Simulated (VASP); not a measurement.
Wanted: the native input for a VASP 6.6.1 run.

| Property | Result |
| --- | --- |
| Task | relaxation of cell and atoms |
| Functional | PBE |
| Potentials or basis | VASP PAW PBE potentials, release 64 (Ti_sv, Te, As) |
| Cutoff | 600 eV |
| k mesh | 6 × 6 × 4 |
| Occupations | gaussian, width 0.1 eV |
| Spin | no spin polarisation |
| Dipole correction | no |
| Further INCAR settings | ALGO = Normal; EDIFF = 1e-07; IBRION = 2; EDIFFG = -0.04; NSW = 90; ISIF = 3 |

The structure of TiTeAs3 lies in POSCAR:

```
TiTeAs3
1.0
    4.6817659800      0.0000000000      0.0000000000
   -2.3408829900      4.0545282700      0.0000000000
    0.0000000000      0.0000000000      5.7798519200
Ti Te As
1 1 3
Direct
    0.3333333300      0.6666666700      0.5000000000
    0.6666666700      0.3333333300      0.0000000000
    0.0000000000      0.0000000000      0.7552470000
    0.0000000000      0.0000000000      0.2447530000
    0.6666666700      0.3333333300      0.5000000000
```

The cell was built from a structure type or drawn by symmetry, and may not be a known phase.

The input as run:

INCAR

```
PREC = Accurate
ENCUT = 600
EDIFF = 1E-7
ISMEAR = 0
SIGMA = 0.1
LREAL = F
LASPH = T
NELM = 60
ALGO = Normal
ISIF = 3
LWAVE = F
LCHARG = F
GGA = PE
IBRION = 2
NSW = 90
EDIFFG = -0.04
```

KPOINTS

```
Automatic mesh
0
Gamma
  6 6 4
```

Potentials or basis: VASP PAW PBE potentials, release 64 (Ti_sv, Te, As).

The run is started by

```bash
$ cat potpaw_PBE.64/Ti_sv/POTCAR potpaw_PBE.64/Te/POTCAR potpaw_PBE.64/As/POTCAR > POTCAR
$ mpirun -np 1 vasp_std > vasp.out
```

It gave:

* Relaxed volume: 22.10 Å³/atom
* Relaxed cell: a = 4.640 Å, b = 4.640 Å, c = 5.926 Å, α = 90.00°, β = 90.00°, γ = 120.00°
* Space group after relaxing (to 0.1 Å): P-6m2 (No. 187)
* Energy gained by relaxing: 40.1 meV/atom
* Ionic steps: 14
* Pressure after relaxing: 0.0 GPa
* Largest force after relaxing: 0.026 eV/Å
* Band gap on the k mesh: zero (an odd number of electrons rules out a gap without spin polarisation)

Caveat: spin-orbit coupling is left out, which moves the levels of the heavy elements.

Wall time 25 min on 1 thread of Intel Xeon 8259CL, with other jobs on the host, peak memory 0.33 GiB.
